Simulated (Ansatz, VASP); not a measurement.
# CdF2: VASP beside Ansatz

The input POSCAR:

```
CdF2
1.0
    2.6026389563      2.6026389563      0.0000000000
   -2.6026389563      2.6026389563      0.0000000000
    0.0000000000      2.6026389563      2.6026389563
Cd F
1 2
Direct
    0.0000000000      0.0000000000      0.0000000000
    0.2500000000      0.7500000000      0.5000000000
    0.7500000000      0.2500000000      0.5000000000
```

The input INCAR.step1:

```
SYSTEM = CdF2
ALGO = Normal
EDIFF = 1E-4
ENCUT = 520
GGA = PE
ISMEAR = 0
LASPH = .TRUE.
LCHARG = .FALSE.
LREAL = .FALSE.
LWAVE = .TRUE.
NBANDS = 20
NELM = 100
PREC = Accurate
SIGMA = 0.01
```

INCAR.step2

```
SYSTEM = CdF2
ALGO = Normal
EDIFF = 1E-6
ENCUT = 520
ISIF = 2
ISMEAR = 0
ISTART = 1
LASPH = .TRUE.
LCHARG = .FALSE.
LMIXTAU = .TRUE.
LREAL = .FALSE.
LWAVE = .FALSE.
METAGGA = R2SCAN
NBANDS = 20
NELM = 100
PREC = Accurate
SIGMA = 0.01
```

The input KPOINTS:

```
k-points
0
G
  8 8 8
  0 0 0
```

Input for Ansatz:

```yaml
crystal:
  lattice:
    - [2.60263895629, 2.60263895629, 0.0]
    - [-2.60263895629, 2.60263895629, 0.0]
    - [0.0, 2.60263895629, 2.60263895629]
  atoms:
    - { symbol: Cd, position: [0.0, 0.0, 0.0] }
    - { symbol: F, position: [0.25, 0.75, 0.5] }
    - { symbol: F, position: [0.75, 0.25, 0.5] }
kpoints:
  mp_grid: { grid: [8, 8, 8] }
scf:
  occupations: { method: fixed }
  convergence: { dr2_threshold: 1.0e-10 }
hamiltonian:
  xc: r2scan
  pseudopotentials: { kind: paw }
output:
  forces: true
  stress: true
  eigenstates:
    kpoints:
      - [0.0, 0.0, 0.0]
      - [-0.75, 0.25, -0.25]
      - [-0.75, -0.25, -0.5]
      - [-0.5, -0.5, -0.75]
      - [-0.5, -0.5, -0.5]
      - [-0.5, 0.5, 0.0]
      - [0.0, 0.0, -0.5]
      - [0.0, -0.5, -0.5]
      - [0.0, 0.5, 0.0]
      - [-0.5, 0.0, 0.0]
      - [-0.5, 0.0, -0.5]
  eigenvalues: true
```

Alike in both runs: task single point; functional r2SCAN; k mesh 8 × 8 × 8; no spin polarisation.

```csv
,VASP,Ansatz
version,VASP 6.6.1,Ansatz 0.2.0
potentials or method,"VASP PAW PBE potentials, release 64 (Cd, F)","PAW with Ansatz's default frozen-core files, scalar-relativistic"
plane-wave cutoff (eV),520,500
occupations,"gaussian, width 0.01 eV",fixed
valence electrons in the cell,26,34
```

Ansatz gave:

```
gap on the k mesh at the Fermi level (eV) : 4.18
pressure (GPa)                            : 15.0
```

Question: Estimate VASP's values.

Answer: gap on the k mesh at the Fermi level (eV): 4.13; pressure (GPa): 16.8.

VASP's potentials were made for PBE, not for r2SCAN. VASP's potentials hold 26 valence electrons a cell and Ansatz's 34, so a difference there can come from the potentials and not from the codes.
